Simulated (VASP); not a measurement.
Write the native input for VASP 6.6.1 that does the following.

* Task: single point
* Functional: PBE
* Potentials or basis: VASP PAW PBE potentials, release 64 (Na_pv, S)
* Cutoff: 500 eV
* k mesh: 12 × 12 × 12
* Occupations: methfessel-paxton, width 0.02 eV
* Spin: no spin polarisation
* Dipole correction: no
* Further INCAR settings: ALGO = Normal; EDIFF = 1e-06; NBANDS = 17

The structure of Na2S lies in POSCAR:

```
Na2S
1.0
    0.0000000000      3.1470102422      3.1470102422
    3.1470102422      0.0000000000      3.1470102422
    3.1470102422      3.1470102422      0.0000000000
Na S
2 1
Direct
    0.2500000000      0.2500000000      0.2500000000
    0.7500000000      0.7500000000      0.7500000000
    0.0000000000      0.0000000000      0.0000000000
```

The input as run:

INCAR

```
SYSTEM = Na2S
ALGO = Normal
EDIFF = 1E-6
ENCUT = 500
GGA = PE
GGA_COMPAT = .False.
ISIF = 2
ISMEAR = 1
LASPH = .True.
LCHARG = .False.
LREAL = .False.
LWAVE = .False.
NBANDS = 17
NELM = 120
PREC = Accurate
SIGMA = 0.02
```

KPOINTS

```
k-points
0
Gamma
  12 12 12
  0 0 0
```

Potentials or basis: VASP PAW PBE potentials, release 64 (Na_pv, S).

Launch:

```bash
$ cat potpaw_PBE.64/Na_pv/POTCAR potpaw_PBE.64/S/POTCAR > POTCAR
$ mpirun -np 1 vasp_std > vasp.out
```

Results of the run:

The pressure is 4.8 GPa. The band gap on the k mesh is 2.89 eV.

Caveat: the cell stands under pressure.

Wall time 52 s on 1 thread of Intel Xeon 8259CL, on a shared host, peak memory 0.2 GiB.
